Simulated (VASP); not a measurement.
Write the native input for VASP 6.6.1 that does the following.

- Task: single point
- Functional: PBEsol
- Potentials or basis: VASP PAW PBE potentials, release 64 (Al, Fe)
- Cutoff: 520 eV
- k mesh: 9 × 9 × 9
- Occupations: gaussian, width 0.15 eV
- Spin: collinear spin, ferromagnetic start
- Starting moments: [0.25, 3.79] μB
- Fixed moment: 4.2 μB
- Dipole correction: no
- Further INCAR settings: ALGO = Normal; EDIFF = 1e-07; NBANDS = 16

The structure of AlFe lies in POSCAR:

```
AlFe
1.0
    2.9100000000      0.0000000000      0.0000000000
    0.0000000000      2.9100000000      0.0000000000
    0.0000000000      0.0000000000      2.9100000000
Al Fe
1 1
Direct
    0.0000000000      0.0000000000      0.0000000000
    0.5000000000      0.5000000000      0.5000000000
```

One way to write it, as run:

INCAR

```
SYSTEM = AlFe
PREC = Accurate
ENCUT = 520
EDIFF = 1E-7
ISMEAR = 0
SIGMA = 0.15
LREAL = .False.
LASPH = .True.
NELM = 150
ALGO = Normal
ISIF = 2
LWAVE = .False.
LCHARG = .False.
ISPIN = 2
MAGMOM = 0.25 3.79
LORBIT = 11
NUPDOWN = 4.2
LMAXMIX = 4
GGA = PS
NBANDS = 16
```

KPOINTS

```
regular mesh
0
Gamma
  9 9 9
  0 0 0
```

Potentials or basis: VASP PAW PBE potentials, release 64 (Al, Fe).

Run with:

```console
$ cat potpaw_PBE.64/Al/POTCAR potpaw_PBE.64/Fe/POTCAR > POTCAR
$ mpirun -np 1 vasp_std > vasp.out
```

Results of the run:

The pressure is 35.1 GPa and the net moment is 4.20 μB per cell. The site moments are Al +0.12; Fe +3.57 μB. The valence electrons inside the program's atomic spheres are Al 0.88; Fe 7.17.

Caveat: the PAW data sets were made with another functional, which shifts forces and pressure a little; the total moment is fixed, so each spin has its own Fermi level.

Run time: 18 s on 1 thread of Intel(R) Xeon(R) Platinum 8559C (Emerald Rapids), on a shared host, peak memory 0.15 GiB.
